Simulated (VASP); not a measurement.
# Mg (Pm-3m) in VASP: single point with PBE

Aim: the single point of Mg with PBE.

All numbers are computed with VASP 6.6.1; they aren't measurements. Logs are shortened: lines on timing, memory, paths and dates and some standing lists are left out, and cuts for length are marked.

### 1 The cell of the first run

It takes space group Pm-3m (No. 221, cubic). Conventional cell: a = 3.025 Å, b = 3.025 Å, c = 3.025 Å, α = 90.00°, β = 90.00°, γ = 90.00°. Mg (site symmetry m-3m) has 6 Mg at 3.02 Å within 4.0 Å.

### 2 Single point, PBE (Ba replaced by Mg, lengths x 0.793, strained)

The input, INCAR:

```
SYSTEM = Mg
PREC = Accurate
ENCUT = 520
EDIFF = 1E-7
ISMEAR = 0
SIGMA = 0.1
LREAL = .FALSE.
LASPH = .TRUE.
NELM = 100
ALGO = Normal
ISIF = 2
LWAVE = .FALSE.
LCHARG = .FALSE.
GGA = PE
NBANDS = 7
```

The input, KPOINTS:

```
Automatic mesh
0
G
  14 14 14
  0 0 0
```

The input, POSCAR:

```
Mg
1.0
    3.0245117976      0.0000000000      0.0000000000
    0.0000000000      3.0245117976      0.0000000000
    0.0000000000      0.0000000000      3.0245117976
Mg
1
Direct
    0.0000000000      0.0000000000      0.0000000000
```

Potentials or basis: VASP PAW PBE potentials, release 64 (Mg).

Run with:

```bash
cat potpaw_PBE.64/Mg/POTCAR > POTCAR
mpirun -np 1 vasp_std > vasp.out
```

OUTCAR:

```text
SYSTEM = Mg
   PREC = Accurate
   ENCUT = 520
   EDIFF = 1E-7
   ISMEAR = 0
   LREAL = .FALSE.
   LASPH = .TRUE.
   NELM = 100
   ISIF = 2
   GGA = PE

 ion  position               nearest neighbor table
   1  0.000  0.000  0.000-

  LATTYP: Found a simple cubic cell.
 ALAT       =     3.0245117976

  Lattice vectors:

 A1 = (   3.0245117976,   0.0000000000,   0.0000000000)
 A2 = (   0.0000000000,   3.0245117976,   0.0000000000)
 A3 = (   0.0000000000,   0.0000000000,   3.0245117976)

Analysis of symmetry for initial positions (statically):
=====================================================================
 Subroutine PRICEL returns:
 Original cell was already a primitive cell.

 Routine SETGRP: Setting up the symmetry group for a
 simple cubic supercell.

 Subroutine GETGRP returns: Found 48 space group operations
 (whereof 48 operations were pure point group operations)
 out of a pool of 48 trial point group operations.

The static configuration has the point symmetry O_h .

Analysis of symmetry for dynamics (positions and initial velocities):
=====================================================================
 Subroutine PRICEL returns:
 Original cell was already a primitive cell.

 Routine SETGRP: Setting up the symmetry group for a
 simple cubic supercell.

 Subroutine GETGRP returns: Found 48 space group operations
 (whereof 48 operations were pure point group operations)
 out of a pool of 48 trial point group operations.

The dynamic configuration has the point symmetry O_h .

 Subroutine INISYM returns: Found 48 space group operations
 (whereof 48 operations are pure point group operations),
 and found     1 'primitive' translations

----------------------------------------------------------------------------------------

                                     Primitive cell

  volume of cell :      27.6672

  direct lattice vectors                    reciprocal lattice vectors
     3.024511798  0.000000000  0.000000000     0.330631873  0.000000000  0.000000000
     0.000000000  3.024511798  0.000000000     0.000000000  0.330631873  0.000000000
     0.000000000  0.000000000  3.024511798     0.000000000  0.000000000  0.330631873

  length of vectors
     3.024511798  3.024511798  3.024511798     0.330631873  0.330631873  0.330631873

  position of ions in fractional coordinates (direct lattice)
     0.000000000  0.000000000  0.000000000

  ion indices of the primitive-cell ions
   primitive index   ion index
                 1           1

----------------------------------------------------------------------------------------

 KPOINTS: Automatic mesh

Automatic generation of k-mesh.
 Grid dimensions read from file:
 generate k-points for:   14   14   14

 Generating k-lattice:

  Cartesian coordinates                     Fractional coordinates (reciprocal lattice)
     0.023616562  0.000000000  0.000000000     0.071428571  0.000000000  0.000000000
     0.000000000  0.023616562  0.000000000     0.000000000  0.071428571  0.000000000
     0.000000000  0.000000000  0.023616562     0.000000000  0.000000000  0.071428571

  Length of vectors
     0.023616562  0.023616562  0.023616562

  Shift w.r.t. Gamma in fractional coordinates (k-lattice)
     0.000000000  0.000000000  0.000000000

 Subroutine IBZKPT returns following result:
 ===========================================

 Found    120 irreducible k-points:

 Following reciprocal coordinates:
            Coordinates               Weight
  0.000000  0.000000  0.000000      1.000000
  0.071429  0.000000  0.000000      6.000000
  0.142857  0.000000  0.000000      6.000000
  0.214286  0.000000  0.000000      6.000000
  0.285714  0.000000  0.000000      6.000000
  0.357143  0.000000  0.000000      6.000000
[... 16 lines left out ...]
  0.285714  0.214286  0.000000     24.000000
  0.357143  0.214286  0.000000     24.000000
 [... further k-points ...]
   k-points           NKPTS =    120   k-points in BZ     NKDIM =    120   number of bands    NBANDS=      7
   number of dos      NEDOS =    301   number of ions     NIONS =      1
   total plane-waves  NPLWV =  13824
   dimension x,y,z NGX =    24 NGY =   24 NGZ =   24
   dimension x,y,z NGXF=    48 NGYF=   48 NGZF=   48
   ions per type =               1
   NGX,Y,Z   is equivalent  to a cutoff of  13.19, 13.19, 13.19 a.u.
   NGXF,Y,Z  is equivalent  to a cutoff of  26.38, 26.38, 26.38 a.u.
 SYSTEM =  Mg
   PREC   = accura    normal or accurate (medium, high low for compatibility)
   ISTART =      0    job   : 0-new  1-cont  2-samecut
   ICHARG =      2    charge: 1-file 2-atom 10-const
   ISPIN  =      1    spin polarized calculation?
   LNONCOLLINEAR =      F non collinear calculations
   LSORBIT =      F    spin-orbit coupling
   LASPH  =      T    aspherical Exc in radial PAW
   ENCUT  =  520.0 eV  38.22 Ry    6.18 a.u.   5.62  5.62  5.62*2*pi/ulx,y,z
   NELM   =    100;   NELMIN=  2; NELMDL= -5     # of ELM steps
   EDIFF  = 0.1E-06   stopping-criterion for ELM
   LREAL  =      F    real-space projection
   EDIFFG = 0.1E-05   stopping-criterion for IOM
   NSW    =      0    number of steps for IOM
   IBRION =     -1    ionic relax: 0-MD 1-quasi-New 2-CG
   NFREE  =      0    steps in history (QN), initial steepest desc. (CG)
   ISIF   =      2    stress and relaxation
   ISYM   =      2    0-nonsym 1-usesym 2-fastsym
   POTIM  = 0.5000    time-step for ionic-motion
   TEBEG  =    0.0;   TEEND  =   0.0 temperature during run
   PSTRESS=    0.0 pullay stress
   NELECT =       2.0000    total number of electrons
   NUPDOWN=      -1.0000    fix difference up-down
   EMIN   =  10.00;   EMAX   =-10.00  energy-range for DOS
   EFERMI =   0.00;   METHOD = LEGACY
   ISMEAR =     0;   SIGMA  =   0.10  broadening in eV -4-tet -1-fermi 0-gaus
   EFERMI_NEDOS =   21; number of points for ismear=-14 and -15
   IALGO  =     38    algorithm
   IMIX   =      4    mixing-type and parameters
     AMIX     =   0.40;   BMIX     =  1.00
     AMIX_MAG =   1.60;   BMIX_MAG =  1.00
  volume/ion in A,a.u.               =      27.67       186.71
  Fermi-wavevector in a.u.,A,eV,Ry     =   0.681966  1.288729  6.327770  0.465078
  Thomas-Fermi vector in A             =   1.760903
   LORBIT       =      0    0 simple, 1 ext, 2 COOP (PROOUT), +10 PAW based schemes
   GGA     = PE    functional components
   LHFCALC =     F    Hartree Fock is set to
   AEXX    =    0.0000 exact exchange contribution
   IVDW    =     0    specifies the selected vdW correction
   LEPSILON=     F    determine dielectric tensor
   LRPA    =     F    only Hartree local field effects (RPA)
 non-spin polarized calculation
 Gauss-broadening in eV      SIGMA  =   0.10
  energy-cutoff  :      520.00
  volume of cell :       27.67
 maximum number of plane-waves:       768
 NGX is ok and might be reduce to    24
   NGX = 11   NGY = 11   NGZ = 11

 number of electron       2.0000000 magnetization

 Free energy of the ion-electron system (eV)
  ---------------------------------------------------
  ext. energy  EPLUGINS =         0.00000000
  ---------------------------------------------------
  free energy    TOTEN  =        -1.12564329 eV

  energy without entropy =       -1.12292562  energy(sigma->0) =       -1.12428445

 E-fermi :   1.6593     XC(G=0):  -7.8956

 val. band max:        1.6175516977   @ k =   0.3571   0.3571   0.3571
 cond. band min:       1.6773642728   @ k =   0.5000   0.3571   0.0000
 fundamental gap:      0.0598125752
 Fermi energy:         1.6592665717

 k-point     1 :       0.0000    0.0000    0.0000
  band No.  band energies     occupation
      1      -4.4826      2.00000
      2       9.7685      0.00000
      3       9.7685      0.00000
      4      11.1175      0.00000
      5      11.1175      0.00000
      6      11.1175      0.00000
      7      15.5273      0.00000

 k-point     2 :       0.0714    0.0000    0.0000
  band No.  band energies     occupation
      1      -4.3989      2.00000
      2       8.5709      0.00000
      3       9.8422      0.00000
      4      11.1877      0.00000
      5      11.1877      0.00000
      6      12.0885      0.00000
      7      15.9489      0.00000

 k-point     3 :       0.1429    0.0000    0.0000
  band No.  band energies     occupation
      1      -4.1481      2.00000
      2       6.8638      0.00000
      3      10.0610      0.00000
      4      11.3985      0.00000
      5      11.3985      0.00000
      6      13.1149      0.00000
      7      17.2005      0.00000

 k-point     4 :       0.2143    0.0000    0.0000
  band No.  band energies     occupation
      1      -3.7316      2.00000
      2       5.1776      0.00000
      3      10.4167      0.00000
      4      11.7502      0.00000
      5      11.7502      0.00000
      6      13.8817      0.00000
      7      18.9979      0.00000

 k-point     5 :       0.2857    0.0000    0.0000
  band No.  band energies     occupation
      1      -3.1518      2.00000
      2       3.5835      0.00000
      3      10.8899      0.00000
      4      12.2432      0.00000
      5      12.2432      0.00000
      6      14.5849      0.00000
      7      18.2018      0.00000

 k-point     6 :       0.3571    0.0000    0.0000
  band No.  band energies     occupation
      1      -2.4124      2.00000
      2       2.1096      0.00000
      3      11.4348      0.00000
      4      12.8779      0.00000
      5      12.8779      0.00000
      6      15.2969      0.00000
      7      16.8595      0.00000

 k-point     7 :       0.4286    0.0000    0.0000
  band No.  band energies     occupation
      1      -1.5219      2.00000
      2       0.7752      2.00000
      3      11.9383      0.00000
      4      13.6532      0.00000
      5      13.6532      0.00000
      6      15.6561      0.00000
      7      15.6561      0.00000

 k-point     8 :       0.5000    0.0000    0.0000
  band No.  band energies     occupation
      1      -0.6620      2.00000
      2      -0.2332      2.00000
      3      12.1651      0.00000
      4      14.4611      0.00000
      5      14.4611      0.00000
      6      14.7049      0.00000
      7      14.7049      0.00000

 k-point     9 :       0.0714    0.0714    0.0000
  band No.  band energies     occupation
      1      -4.3152      2.00000
      2       8.3591      0.00000
      3       9.0349      0.00000
      4      11.2579      0.00000
      5      11.4653      0.00000
      6      12.8293      0.00000
      7      16.2840      0.00000

 k-point    10 :       0.1429    0.0714    0.0000
  band No.  band energies     occupation
      1      -4.0646      2.00000
      2       6.9023      0.00000
      3       9.0318      0.00000
      4      11.4686      0.00000
      5      11.7356      0.00000
      6      13.9157      0.00000
      7      17.3685      0.00000

 k-point    11 :       0.2143    0.0714    0.0000
  band No.  band energies     occupation
      1      -3.6483      2.00000
      2       5.2437      0.00000
      3       9.3747      0.00000
      4      11.8202      0.00000
      5      12.1014      0.00000
      6      14.7169      0.00000
      7      18.3561      0.00000
[... 51 lines left out ...]
 k-point    17 :       0.2143    0.1429    0.0000
  band No.  band energies     occupation
      1      -3.3990      2.00000
      2       5.4185      0.00000
      3       7.7618      0.00000
      4      12.0302      0.00000
      5      12.4031      0.00000
      6      16.4022      0.00000
      7      16.7568      0.00000

 k-point    18 :       0.2857    0.1429    0.0000
  band No.  band energies     occupation
      1      -2.8206      2.00000
      2       3.8754      0.00000
      3       8.2328      0.00000
      4      12.5220      0.00000
      5      12.7346      0.00000
      6      15.4052      0.00000
      7      17.1201      0.00000

 k-point    19 :       0.3571    0.1429    0.0000
  band No.  band energies     occupation
      1      -2.0830      2.00000
      2       2.4177      0.00000
      3       8.8725      0.00000
      4      12.6330      0.00000
      5      13.1544      0.00000
      6      14.7925      0.00000
      7      17.1116      0.00000

 k-point    20 :       0.4286    0.1429    0.0000
  band No.  band energies     occupation
      1      -1.1941      2.00000
      2       1.0902      2.00000
      3       9.6155      0.00000
      4      11.8650      0.00000
      5      13.9251      0.00000
      6      15.1108      0.00000
      7      15.9225      0.00000

 k-point    21 :       0.5000    0.1429    0.0000
  band No.  band energies     occupation
      1      -0.3275      2.00000
      2       0.0765      2.00000
      3      10.1394      0.00000
      4      11.2725      0.00000
      5      14.7073      0.00000
      6      15.0000      0.00000
      7      15.5177      0.00000

 k-point    22 :       0.2143    0.2143    0.0000
  band No.  band energies     occupation
      1      -2.9849      2.00000
      2       5.3902      0.00000
      3       6.4943      0.00000
      4      12.3802      0.00000
      5      12.6058      0.00000
      6      15.3069      0.00000
      7      18.1152      0.00000

 k-point    23 :       0.2857    0.2143    0.0000
  band No.  band energies     occupation
      1      -2.4083      2.00000
      2       4.2073      0.00000
      3       6.6195      0.00000
      4      12.3315      0.00000
      5      12.8700      0.00000
      6      14.6043      0.00000
      7      18.6482      0.00000

 k-point    24 :       0.3571    0.2143    0.0000
  band No.  band energies     occupation
      1      -1.6729      2.00000
      2       2.7951      0.00000
      3       7.2384      0.00000
      4      11.3521      0.00000
      5      13.4989      0.00000
      6      14.8793      0.00000
      7      17.4057      0.00000

 [... further k-points ...]
[... 5 lines left out ...]
  --------------------------------------------------------------------------------------
  -------------------------------------------------------------------------------------
  Total       -0.0150460     -0.0150460     -0.0150460     -0.0000000     -0.0000000      0.0000000
  in kB       -0.8712973     -0.8712973     -0.8712973     -0.0000000     -0.0000000      0.0000000
  external PRESSURE =      -0.8712973 kB  Pullay stress =       0.0000000 kB

 VOLUME and BASIS-vectors are now :
 -----------------------------------------------------------------------------
  energy-cutoff  :      520.00
  volume of cell :       27.67
      direct lattice vectors                 reciprocal lattice vectors
     3.024511798  0.000000000  0.000000000     0.330631873  0.000000000  0.000000000
     0.000000000  3.024511798  0.000000000     0.000000000  0.330631873  0.000000000
     0.000000000  0.000000000  3.024511798     0.000000000  0.000000000  0.330631873

 POSITION                                       TOTAL-FORCE (eV/Angst)
 -----------------------------------------------------------------------------------
      0.00000      0.00000      0.00000         0.000000      0.000000      0.000000
 -----------------------------------------------------------------------------------
    total drift:                                0.000000      0.000000      0.000000

  FREE ENERGIE OF THE ION-ELECTRON SYSTEM (eV)
  ---------------------------------------------------
  free  energy   TOTEN  =        -1.1256432908 eV

  energy  without entropy=       -1.1229256165  energy(sigma->0) =       -1.12428445
```

Wall time 5 s (1 thread of Intel Xeon 6975P-C (Granite Rapids), shared host); peak memory 0.14 GiB.

What came out:

```yaml
Free_energy: -1.1256 eV
Pressure: -0.1 GPa
Band_gap_on_the_k_mesh: zero (band 1 reaches 6.17 eV, above the bottom of band 2 at -0.23 eV)
```

Levels at points of the mesh, in eV from the Fermi level:
```
           k point  band 1  band 2  band 3  band 4  band 5
(0.00, 0.00, 0.00)   -6.14    8.11    8.11    9.46    9.46
(0.50, 0.00, 0.00)   -2.32   -1.89   10.51   12.80   12.80
(0.50, 0.50, 0.00)    1.33    1.33    2.03    2.72   15.49
(0.50, 0.50, 0.50)    4.51    4.51    4.51    5.71    5.71
```

Caveat: the cell differs from its parent crystal (Ba replaced by Mg, lengths x 0.793, strained).
